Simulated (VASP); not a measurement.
# Hg3Te (I4/mmm) in VASP: single point with PBE

Aim: the single point of Hg3Te with PBE.

All numbers are computed with VASP 6.6.1; they aren't measurements. Logs are shortened: lines on timing, memory, paths and dates and some standing lists are left out, and cuts for length are marked.

## Step 1: The cell of the first run

The structure is tetragonal, space group I4/mmm (No. 139). Conventional cell: a = 4.598 Å, b = 4.598 Å, c = 10.271 Å, α = 90.00°, β = 90.00°, γ = 90.00°. Within 4.3 Å of Hg (site symmetry 4/mmm) lie 4 Te at 3.25 Å and 8 Hg at 3.45 Å. Within 4.3 Å of Hg (site symmetry -4m2) lie 8 Hg at 3.25 to 3.45 Å and 4 Te at 3.45 Å. Within 4.3 Å of Te (site symmetry 4/mmm) lie 12 Hg at 3.25 to 3.45 Å.

## Step 2: Single point, PBE

The input, INCAR:

```
PREC = Accurate ; ENCUT = 520
EDIFF = 1E-6 ; ISMEAR = 0
SIGMA = 0.1 ; LREAL = F
LASPH = T ; NELM = 100
ALGO = Fast ; ISIF = 2
LWAVE = F ; LCHARG = F
GGA = PE ; NBANDS = 29
```

The input, KPOINTS:

```
Automatic mesh
0
Gamma
  6 6 6
```

The input, POSCAR:

```
Hg3Te
1.0
   -2.2989782085      2.2989782085      5.1353798942
    2.2989782085     -2.2989782085      5.1353798942
    2.2989782085      2.2989782085     -5.1353798942
Hg Te
3 1
Direct
    0.5000000000      0.5000000000      0.0000000000
    0.2500000000      0.7500000000      0.5000000000
    0.7500000000      0.2500000000      0.5000000000
    0.0000000000      0.0000000000      0.0000000000
```

Potentials or basis: VASP PAW PBE potentials, release 64 (Hg, Te).

On the command line:

```bash
cat potpaw_PBE.64/Hg/POTCAR potpaw_PBE.64/Te/POTCAR > POTCAR
mpirun -np 1 vasp_std > vasp.out
```

OUTCAR:

```text
PREC = Accurate
   ENCUT = 520
   EDIFF = 1E-6
   ISMEAR = 0
   LREAL = F
   LASPH = T
   NELM = 100
   ISIF = 2
   GGA = PE

 ion  position               nearest neighbor table
   1  0.500  0.500  0.000-   4 3.25   4 3.25   4 3.25   4 3.25   3 3.45   2 3.45   3 3.45   2 3.45
                             2 3.45   2 3.45   3 3.45   3 3.45
   2  0.250  0.750  0.500-   3 3.25   3 3.25   3 3.25   3 3.25   4 3.45   1 3.45   4 3.45   1 3.45
                             4 3.45   4 3.45   1 3.45   1 3.45
   3  0.750  0.250  0.500-   2 3.25   2 3.25   2 3.25   2 3.25   4 3.45   1 3.45   4 3.45   1 3.45
                             1 3.45   1 3.45   4 3.45   4 3.45
   4  0.000  0.000  0.000-   1 3.25   1 3.25   1 3.25   1 3.25   3 3.45   2 3.45   3 3.45   2 3.45
                             3 3.45   3 3.45   2 3.45   2 3.45

  LATTYP: Found a body centered tetragonal cell.
 ALAT       =     4.5979564170
 C/A-ratio  =     2.2337662337

  Lattice vectors:

 A1 = (  -2.2989782085,   2.2989782085,   5.1353798942)
 A2 = (   2.2989782085,  -2.2989782085,   5.1353798942)
 A3 = (   2.2989782085,   2.2989782085,  -5.1353798942)

Analysis of symmetry for initial positions (statically):
=====================================================================
 Subroutine PRICEL returns:
 Original cell was already a primitive cell.

 Routine SETGRP: Setting up the symmetry group for a
 body centered tetragonal supercell.

 Subroutine GETGRP returns: Found 16 space group operations
 (whereof 16 operations were pure point group operations)
 out of a pool of 16 trial point group operations.

The static configuration has the point symmetry D_4h.

Analysis of symmetry for dynamics (positions and initial velocities):
=====================================================================
 Subroutine PRICEL returns:
 Original cell was already a primitive cell.

 Routine SETGRP: Setting up the symmetry group for a
 body centered tetragonal supercell.

 Subroutine GETGRP returns: Found 16 space group operations
 (whereof 16 operations were pure point group operations)
 out of a pool of 16 trial point group operations.

The dynamic configuration has the point symmetry D_4h.

 Subroutine INISYM returns: Found 16 space group operations
 (whereof 16 operations are pure point group operations),
 and found     1 'primitive' translations

----------------------------------------------------------------------------------------

                                     Primitive cell

  volume of cell :     108.5681

  direct lattice vectors                    reciprocal lattice vectors
    -2.298978208  2.298978208  5.135379894     0.000000000  0.217487925  0.097363780
     2.298978208 -2.298978208  5.135379894     0.217487925  0.000000000  0.097363780
     2.298978208  2.298978208 -5.135379894     0.217487925  0.217487925  0.000000000

  length of vectors
     6.078052999  6.078052999  6.078052999     0.238287019  0.238287019  0.307574373

  position of ions in fractional coordinates (direct lattice)
     0.500000000  0.500000000  0.000000000
     0.250000000  0.750000000  0.500000000
     0.750000000  0.250000000  0.500000000
     0.000000000  0.000000000  0.000000000

  ion indices of the primitive-cell ions
   primitive index   ion index
                 1           1
                 2           2
                 3           3
                 4           4

----------------------------------------------------------------------------------------

 KPOINTS: Automatic mesh

Automatic generation of k-mesh.
 Grid dimensions read from file:
 generate k-points for:    6    6    6

 Generating k-lattice:

  Cartesian coordinates                     Fractional coordinates (reciprocal lattice)
     0.000000000  0.036247987  0.016227297     0.166666667  0.000000000  0.000000000
     0.036247987  0.000000000  0.016227297     0.000000000  0.166666667  0.000000000
     0.036247987  0.036247987  0.000000000     0.000000000  0.000000000  0.166666667

  Length of vectors
     0.039714503  0.039714503  0.051262396

  Shift w.r.t. Gamma in fractional coordinates (k-lattice)
     0.000000000  0.000000000  0.000000000

 Subroutine IBZKPT returns following result:
 ===========================================

 Found     30 irreducible k-points:

 Following reciprocal coordinates:
            Coordinates               Weight
  0.000000  0.000000  0.000000      1.000000
  0.166667  0.000000  0.000000      8.000000
  0.333333  0.000000  0.000000      8.000000
  0.500000 -0.000000  0.000000      4.000000
  0.166667  0.166667  0.000000      8.000000
  0.333333  0.166667  0.000000     16.000000
[... 16 lines left out ...]
 -0.333333 -0.333333  0.166667      8.000000
 -0.166667 -0.333333  0.166667      8.000000
 [... further k-points ...]
   k-points           NKPTS =     30   k-points in BZ     NKDIM =     30   number of bands    NBANDS=     29
   number of dos      NEDOS =    301   number of ions     NIONS =      4
   total plane-waves  NPLWV = 110592
   dimension x,y,z NGX =    48 NGY =   48 NGZ =   48
   dimension x,y,z NGXF=    96 NGYF=   96 NGZF=   96
   ions per type =               3   1
   NGX,Y,Z   is equivalent  to a cutoff of  13.13, 13.13, 13.13 a.u.
   NGXF,Y,Z  is equivalent  to a cutoff of  26.26, 26.26, 26.26 a.u.
 SYSTEM =  unknown system
   PREC   = accura    normal or accurate (medium, high low for compatibility)
   ISTART =      0    job   : 0-new  1-cont  2-samecut
   ICHARG =      2    charge: 1-file 2-atom 10-const
   ISPIN  =      1    spin polarized calculation?
   LNONCOLLINEAR =      F non collinear calculations
   LSORBIT =      F    spin-orbit coupling
   LASPH  =      T    aspherical Exc in radial PAW
   ENCUT  =  520.0 eV  38.22 Ry    6.18 a.u.  11.30 11.30 11.30*2*pi/ulx,y,z
   NELM   =    100;   NELMIN=  2; NELMDL= -5     # of ELM steps
   EDIFF  = 0.1E-05   stopping-criterion for ELM
   LREAL  =      F    real-space projection
   EDIFFG = 0.1E-04   stopping-criterion for IOM
   NSW    =      0    number of steps for IOM
   IBRION =     -1    ionic relax: 0-MD 1-quasi-New 2-CG
   NFREE  =      0    steps in history (QN), initial steepest desc. (CG)
   ISIF   =      2    stress and relaxation
   ISYM   =      2    0-nonsym 1-usesym 2-fastsym
   POTIM  = 0.5000    time-step for ionic-motion
   TEBEG  =    0.0;   TEEND  =   0.0 temperature during run
   PSTRESS=    0.0 pullay stress
   NELECT =      42.0000    total number of electrons
   NUPDOWN=      -1.0000    fix difference up-down
   EMIN   =  10.00;   EMAX   =-10.00  energy-range for DOS
   EFERMI =   0.00;   METHOD = LEGACY
   ISMEAR =     0;   SIGMA  =   0.10  broadening in eV -4-tet -1-fermi 0-gaus
   EFERMI_NEDOS =   21; number of points for ismear=-14 and -15
   IALGO  =     68    algorithm
   IMIX   =      4    mixing-type and parameters
     AMIX     =   0.40;   BMIX     =  1.00
     AMIX_MAG =   1.60;   BMIX_MAG =  1.00
  volume/ion in A,a.u.               =      27.14       183.16
  Fermi-wavevector in a.u.,A,eV,Ry     =   1.192863  2.254184 19.360025  1.422922
  Thomas-Fermi vector in A             =   2.328891
   LORBIT       =      0    0 simple, 1 ext, 2 COOP (PROOUT), +10 PAW based schemes
   GGA     = PE    functional components
   LHFCALC =     F    Hartree Fock is set to
   AEXX    =    0.0000 exact exchange contribution
   IVDW    =     0    specifies the selected vdW correction
   LEPSILON=     F    determine dielectric tensor
   LRPA    =     F    only Hartree local field effects (RPA)
 non-spin polarized calculation
 RMM-DIIS sequential band-by-band and
 Gauss-broadening in eV      SIGMA  =   0.10
  energy-cutoff  :      520.00
  volume of cell :      108.57
 maximum number of plane-waves:      2946
 NGX is ok and might be reduce to    48
   NGX = 23   NGY = 23   NGZ = 23

 number of electron      41.9999996 magnetization

 Free energy of the ion-electron system (eV)
  ---------------------------------------------------
  ext. energy  EPLUGINS =         0.00000000
  ---------------------------------------------------
  free energy    TOTEN  =        -3.12980948 eV

  energy without entropy =       -3.12671722  energy(sigma->0) =       -3.12826335

 E-fermi :   3.2420     XC(G=0): -10.1696

 val. band max:        3.0812078058   @ k =  -0.3333   0.3333   0.1667
 cond. band min:       3.2755123144   @ k =  -0.1667  -0.3333   0.1667
 fundamental gap:      0.1943045085
 Fermi energy:         3.2419722985

 k-point     1 :       0.0000    0.0000    0.0000
  band No.  band energies     occupation
      1      -8.2974      2.00000
      2      -3.8517      2.00000
      3      -3.7888      2.00000
      4      -3.6572      2.00000
      5      -3.3321      2.00000
      6      -3.3321      2.00000
[... 21 lines left out ...]
     28       9.4478      0.00000
     29      12.8953      0.00000

 k-point     2 :       0.1667    0.0000    0.0000
  band No.  band energies     occupation
      1      -8.1840      2.00000
      2      -3.7767      2.00000
      3      -3.7226      2.00000
      4      -3.5591      2.00000
      5      -3.4307      2.00000
      6      -3.4267      2.00000
[... 21 lines left out ...]
     28       9.1283      0.00000
     29      12.2034      0.00000

 k-point     3 :       0.3333    0.0000    0.0000
  band No.  band energies     occupation
      1      -7.9321      2.00000
      2      -3.5904      2.00000
      3      -3.5837      2.00000
      4      -3.5450      2.00000
      5      -3.4711      2.00000
      6      -3.4637      2.00000
[... 21 lines left out ...]
     28       9.6519      0.00000
     29      11.3320      0.00000

 k-point     4 :       0.5000   -0.0000    0.0000
  band No.  band energies     occupation
      1      -7.7900      2.00000
      2      -3.7376      2.00000
      3      -3.5796      2.00000
      4      -3.4806      2.00000
      5      -3.4299      2.00000
      6      -3.4122      2.00000
[... 597 lines left out ...]
     28       9.3428      0.00000
     29       9.9786      0.00000

 k-point    23 :      -0.3333   -0.3333    0.1667
  band No.  band energies     occupation
      1      -7.9812      2.00000
      2      -3.8276      2.00000
      3      -3.6345      2.00000
      4      -3.6079      2.00000
      5      -3.5244      2.00000
      6      -3.4313      2.00000
[... 21 lines left out ...]
     28       9.7254      0.00000
     29      10.6522      0.00000

 k-point    24 :      -0.1667   -0.3333    0.1667
  band No.  band energies     occupation
      1      -8.1002      2.00000
      2      -3.8502      2.00000
      3      -3.6938      2.00000
      4      -3.5597      2.00000
      5      -3.5583      2.00000
      6      -3.5010      2.00000
[... 21 lines left out ...]
     28       9.5298      0.00000
     29      11.3366      0.00000

 [... further k-points ...]

------------------------ aborting loop because EDIFF is reached ----------------------------------------

  FORCE on cell =-STRESS in cart. coord.  units (eV):
  Direction    XX          YY          ZZ          XY          YZ          ZX
  --------------------------------------------------------------------------------------
  -------------------------------------------------------------------------------------
  Total       -0.5283195     -0.5283195      1.6534579      0.0000000     -0.0000000      0.0000000
  in kB       -7.7965949     -7.7965949     24.4006527      0.0000000     -0.0000000      0.0000000
  external PRESSURE =       2.9358210 kB  Pullay stress =       0.0000000 kB

 VOLUME and BASIS-vectors are now :
 -----------------------------------------------------------------------------
  energy-cutoff  :      520.00
  volume of cell :      108.57
      direct lattice vectors                 reciprocal lattice vectors
    -2.298978208  2.298978208  5.135379894     0.000000000  0.217487925  0.097363780
     2.298978208 -2.298978208  5.135379894     0.217487925  0.000000000  0.097363780
     2.298978208  2.298978208 -5.135379894     0.217487925  0.217487925  0.000000000

 POSITION                                       TOTAL-FORCE (eV/Angst)
 -----------------------------------------------------------------------------------
      0.00000      0.00000      5.13538        -0.000000      0.000000     -0.000000
      2.29898     -0.00000      2.56769         0.000000     -0.000000     -0.000000
     -0.00000      2.29898      2.56769        -0.000000      0.000000      0.000000
      0.00000      0.00000      0.00000        -0.000000      0.000000     -0.000000
 -----------------------------------------------------------------------------------
    total drift:                                0.000000     -0.000000      0.000000

  FREE ENERGIE OF THE ION-ELECTRON SYSTEM (eV)
  ---------------------------------------------------
  free  energy   TOTEN  =        -3.1298094754 eV

  energy  without entropy=       -3.1267172203  energy(sigma->0) =       -3.12826335
```

It took 2.6 min on 1 thread of Intel Xeon 8259CL, shared host; peak memory 0.36 GiB.

What came out:

```
Free energy            : -3.1298 eV
Pressure               : 0.3 GPa
Band gap on the k mesh : zero (bands 21 and 22 overlap by 1.19 eV)
```

Levels at points of the mesh, in eV from the Fermi level:
```csv
k point,band 17,band 18,band 19,band 20,band 21,band 22,band 23,band 24,band 25,band 26
"(0.00, 0.00, 0.00)",-4.84,-2.82,-1.47,-1.47,-1.10,0.49,2.38,2.38,3.06,3.70
"(0.50, 0.00, 0.00)",-5.37,-3.78,-2.94,-0.64,0.35,1.39,1.49,3.06,4.91,5.47
"(0.50, 0.50, 0.00)",-3.98,-3.62,-3.32,-2.61,-2.11,0.24,1.67,1.88,3.53,6.25
"(0.50, 0.50, 0.50)",-5.32,-2.84,-2.23,-2.23,0.28,0.73,3.65,3.65,5.51,6.26
```

Caveat: spin-orbit coupling is left out, which moves the levels of the heavy elements.
